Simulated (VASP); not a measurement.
# MgS (Cc) in VASP: relaxation of the atoms with PBEsol

Aim: the relaxation of the atoms of MgS with PBEsol.

All numbers are computed with VASP 6.6.1; they aren't measurements. Logs are shortened: lines on timing, memory, paths and dates and some standing lists are left out, and cuts for length are marked.

**1. The cell of the first run**

The structure is monoclinic, space group Cc (No. 9). Conventional cell: a = 4.029 Å, b = 6.978 Å, c = 6.427 Å, α = 90.00°, β = 93.43°, γ = 90.00°. Mg (site symmetry 1) has 4 S at 2.43 to 2.46 Å within 3.2 Å. Within 3.2 Å of S (site symmetry 1) lie 4 Mg at 2.43 to 2.46 Å.

**2. Relaxation of the atoms, PBEsol (shear of c along a, cell held: +6.0 %)**

Contents of INCAR:

```
PREC = Accurate
ENCUT = 520
EDIFF = 1E-7
ISMEAR = 0
SIGMA = 0.02
LREAL = F
LASPH = T
NELM = 100
ALGO = Normal
ISIF = 2
LWAVE = F
LCHARG = F
GGA = PS
IBRION = 2
NSW = 60
EDIFFG = -0.008
```

Contents of KPOINTS:

```
Automatic mesh
0
Gamma
  9 9 4
```

Contents of POSCAR:

```
MgS
1.0
    4.0287906923      0.0000000000      0.0000000000
   -2.0143953462      3.4890350861      0.0000000000
    0.3849115323      0.0000000000      6.4151922057
Mg S
2 2
Direct
    0.6634280975      0.3337651405      0.4965353956
    0.3296629569      0.6662348595      0.9965353956
    0.3371322676      0.6673555893      0.3784636044
    0.6697766782      0.3326444107      0.8784636044
```

Potentials or basis: VASP PAW PBE potentials, release 64 (Mg, S).

The run is started by

```sh
> cat potpaw_PBE.64/Mg/POTCAR potpaw_PBE.64/S/POTCAR > POTCAR
> mpirun -np 1 vasp_std > vasp.out
```

OUTCAR:

```text
PREC = Accurate
   ENCUT = 520
   EDIFF = 1E-7
   ISMEAR = 0
   LREAL = F
   LASPH = T
   NELM = 100
   ISIF = 2
   GGA = PS
   IBRION = 2
   NSW = 60
   EDIFFG = -0.008

 ion  position               nearest neighbor table
   1  0.663  0.334  0.497-   3 2.43   3 2.45   4 2.46   3 2.46
   2  0.330  0.666  0.997-   4 2.43   4 2.45   3 2.46   4 2.46
   3  0.337  0.667  0.378-   1 2.43   1 2.45   2 2.46   1 2.46
   4  0.670  0.333  0.878-   2 2.43   2 2.45   1 2.46   2 2.46

  LATTYP: Found a base centered monoclinic cell.
 ALAT       =     4.0287906923
 B/A-ratio  =     1.7320508076
 C/A-ratio  =     1.5952005623
 COS(beta)  =    -0.0598922907

  Lattice vectors:

 A1 = (  -2.0143953462,   3.4890350861,   0.0000000000)
 A2 = (  -2.0143953461,  -3.4890350861,   0.0000000000)
 A3 = (   0.3849115323,   0.0000000000,   6.4151922057)

Analysis of symmetry for initial positions (statically):
=====================================================================
 Subroutine PRICEL returns:
 Original cell was already a primitive cell.

 Routine SETGRP: Setting up the symmetry group for a
 base centered monoclinic supercell.

 Subroutine GETGRP returns: Found  2 space group operations
 (whereof  1 operations were pure point group operations)
 out of a pool of  4 trial point group operations.

The static configuration has the point symmetry C_1 .
 The point group associated with its full space group is C_1h.

Analysis of symmetry for dynamics (positions and initial velocities):
=====================================================================
 Subroutine PRICEL returns:
 Original cell was already a primitive cell.

 Routine SETGRP: Setting up the symmetry group for a
 base centered monoclinic supercell.

 Subroutine GETGRP returns: Found  2 space group operations
 (whereof  1 operations were pure point group operations)
 out of a pool of  4 trial point group operations.

The dynamic configuration has the point symmetry C_1 .
 The point group associated with its full space group is C_1h.

 Subroutine INISYM returns: Found  2 space group operations
 (whereof  1 operations are pure point group operations),
 and found     1 'primitive' translations

----------------------------------------------------------------------------------------

                                     Primitive cell

  volume of cell :      90.1757

  direct lattice vectors                    reciprocal lattice vectors
[... 112 lines left out ...]
  volume/ion in A,a.u.               =      22.54       152.13
  Fermi-wavevector in a.u.,A,eV,Ry     =   0.919923  1.738403 11.514049  0.846259
  Thomas-Fermi vector in A             =   2.045171
   LORBIT       =      0    0 simple, 1 ext, 2 COOP (PROOUT), +10 PAW based schemes
   GGA     = PS    functional components
   LHFCALC =     F    Hartree Fock is set to
   AEXX    =    0.0000 exact exchange contribution
   IVDW    =     0    specifies the selected vdW correction
   LEPSILON=     F    determine dielectric tensor
   LRPA    =     F    only Hartree local field effects (RPA)
 conjugate gradient relaxation of ions
 non-spin polarized calculation
 Gauss-broadening in eV      SIGMA  =   0.02
  energy-cutoff  :      520.00
  volume of cell :       90.18
 maximum number of plane-waves:      2454
 NGX is ok and might be reduce to    30
   NGX = 15   NGY = 15   NGZ = 23

--------------------------------------- Ionic step        1  -------------------------------------------

 number of electron      16.0000002 magnetization

 Free energy of the ion-electron system (eV)
  ---------------------------------------------------
  ext. energy  EPLUGINS =         0.00000000
  ---------------------------------------------------
  free energy    TOTEN  =       -17.85427454 eV

  energy without entropy =      -17.85427454  energy(sigma->0) =      -17.85427454

------------------------ aborting loop because EDIFF is reached ----------------------------------------

  FORCE on cell =-STRESS in cart. coord.  units (eV):
  Direction    XX          YY          ZZ          XY          YZ          ZX
  --------------------------------------------------------------------------------------
  -------------------------------------------------------------------------------------
  Total       -0.1501078     -0.0721065     -0.0239458      0.0000000      0.0000000     -0.6622902
  in kB       -2.6670065     -1.2811353     -0.4254524      0.0000000      0.0000000    -11.7670927
  external PRESSURE =      -1.4578647 kB  Pullay stress =       0.0000000 kB
[... 63 lines left out ...]
--------------------------------------- Ionic step        3  -------------------------------------------

 number of electron      16.0000001 magnetization

 Free energy of the ion-electron system (eV)
  ---------------------------------------------------
  ext. energy  EPLUGINS =         0.00000000
  ---------------------------------------------------
  free energy    TOTEN  =       -17.85479544 eV

  energy without entropy =      -17.85479544  energy(sigma->0) =      -17.85479544

 E-fermi :   1.3369     XC(G=0):  -8.5936

 val. band max:        1.2425493592   @ k =   0.0000   0.0000   0.0000
 cond. band min:       4.4489104335   @ k =   0.0000   0.0000   0.0000
 fundamental gap:      3.2063610742
 Fermi energy:         1.3369387796

 k-point     1 :       0.0000    0.0000    0.0000
  band No.  band energies     occupation
      1     -10.2551      2.00000
      2      -9.4974      2.00000
      3      -2.1281      2.00000
      4       0.5919      2.00000
      5       0.5991      2.00000
      6       0.9497      2.00000
      7       1.0195      2.00000
      8       1.2425      2.00000
      9       4.4489      0.00000
     10       5.7518      0.00000
     11       8.5609      0.00000
     12       8.5838      0.00000
[... 331 lines left out ...]
 k-point    24 :       0.0000    0.4444    0.0000
  band No.  band energies     occupation
      1      -9.6026      2.00000
      2      -9.3128      2.00000
      3      -1.8420      2.00000
      4      -1.2686      2.00000
      5      -0.8429      2.00000
      6      -0.0660      2.00000
      7       0.2415      2.00000
      8       0.7487      2.00000
      9       5.8043      0.00000
     10       6.2630      0.00000
     11       6.8227      0.00000
     12       8.7006      0.00000

 [... further k-points ...]

------------------------ aborting loop because EDIFF is reached ----------------------------------------

  FORCE on cell =-STRESS in cart. coord.  units (eV):
  Direction    XX          YY          ZZ          XY          YZ          ZX
  --------------------------------------------------------------------------------------
  -------------------------------------------------------------------------------------
  Total       -0.1884464     -0.0780269     -0.0084973      0.0000000      0.0000000     -0.5931418
  in kB       -3.3481793     -1.3863262     -0.1509736      0.0000000      0.0000000    -10.5385143
  external PRESSURE =      -1.6284930 kB  Pullay stress =       0.0000000 kB
[... 19 lines left out ...]
  FREE ENERGIE OF THE ION-ELECTRON SYSTEM (eV)
  ---------------------------------------------------
  free  energy   TOTEN  =       -17.8547954392 eV

  energy  without entropy=      -17.8547954392  energy(sigma->0) =      -17.85479544

 reached required accuracy - stopping structural energy minimisation
```

OSZICAR:

```text
N       E                     dE             d eps       ncg     rms          rms(c)
DAV:   1     0.674739870264E+02    0.67474E+02   -0.61448E+03  2280   0.107E+03
DAV:   2    -0.127837825075E+02   -0.80258E+02   -0.74828E+02  3508   0.165E+02
DAV:   3    -0.187219042488E+02   -0.59381E+01   -0.59176E+01  2924   0.516E+01
[... 26 lines left out ...]
DAV:   3    -0.178547974829E+02    0.32155E-05   -0.63190E-06  2876   0.237E-02    0.158E-02
DAV:   4    -0.178547956964E+02    0.17865E-05   -0.19733E-05  2824   0.303E-02    0.706E-03
DAV:   5    -0.178547958061E+02   -0.10971E-06   -0.36986E-06  2544   0.137E-02    0.344E-03
DAV:   6    -0.178547956111E+02    0.19503E-06   -0.12313E-07  1536   0.288E-03    0.240E-03
DAV:   7    -0.178547954181E+02    0.19303E-06   -0.13513E-06  2688   0.801E-03    0.430E-03
DAV:   8    -0.178547954392E+02   -0.21086E-07   -0.24456E-07  1976   0.347E-03
   3 F= -.17854795E+02 E0= -.17854795E+02  d E =-.520901E-03
```

CONTCAR:

```text
MgS
   1.00000000000000
     4.0287906923000003    0.0000000000000000    0.0000000000000000
    -2.0143953462000002    3.4890350860999999    0.0000000000000000
     0.3849115323000000    0.0000000000000000    6.4151922057000004
  Mg              S
     2     2
Direct
     0.6621996303332293    0.3336371314114315    0.4966849331359324
     0.3285624988217961    0.6663628685885684    0.9966849331359324
     0.3383897251045678    0.6675415790641627    0.3783140668640630
     0.6708481459404104    0.3324584209358373    0.8783140668640630

  0.00000000E+00  0.00000000E+00  0.00000000E+00
  0.00000000E+00  0.00000000E+00  0.00000000E+00
  0.00000000E+00  0.00000000E+00  0.00000000E+00
  0.00000000E+00  0.00000000E+00  0.00000000E+00
```

It took 1.9 min on 1 thread of Intel Xeon Platinum 8488C (Sapphire Rapids), shared host; peak memory 0.27 GiB.

What came out:

```yaml
Free_energy: -17.8548 eV
Energy_gained_by_relaxing: 0.1 meV/atom
Ionic_steps: 3
Pressure_after_relaxing: -0.2 GPa
Largest_force_after_relaxing: 0.003 eV/Å
Band_gap_on_the_k_mesh: 3.21 eV
```

Forces in eV/Å, atoms in the order of the input:
```
Mg   0.000  0.002  0.003
Mg   0.000 -0.002  0.003
S    0.000  0.000 -0.003
S    0.000  0.000 -0.003
```

Stress tensor (GPa, compression positive):
```
-0.33  0.00 -1.05
 0.00 -0.14  0.00
-1.05  0.00 -0.02
```

The path:
```
step  energy change (eV)  largest force (eV/Å)  pressure (GPa)
   1              0.0000                0.0548           -0.15
   2             -0.0004                0.0246           -0.16
   3             -0.0005                0.0035           -0.16
```

Final structure:
```
CELL_PARAMETERS angstrom
4.02879 0.00000 0.00000
-2.01440 3.48904 0.00000
0.38491 0.00000 6.41519
ATOMIC_POSITIONS crystal
Mg 0.66220 0.33364 0.49668
Mg 0.32856 0.66636 0.99668
S 0.33839 0.66754 0.37831
S 0.67085 0.33246 0.87831
```

Caveat: the cell differs from its parent crystal (shear of c along a, cell held: +6.0 %); the PAW data sets were made with another functional, which shifts forces and pressure a little.
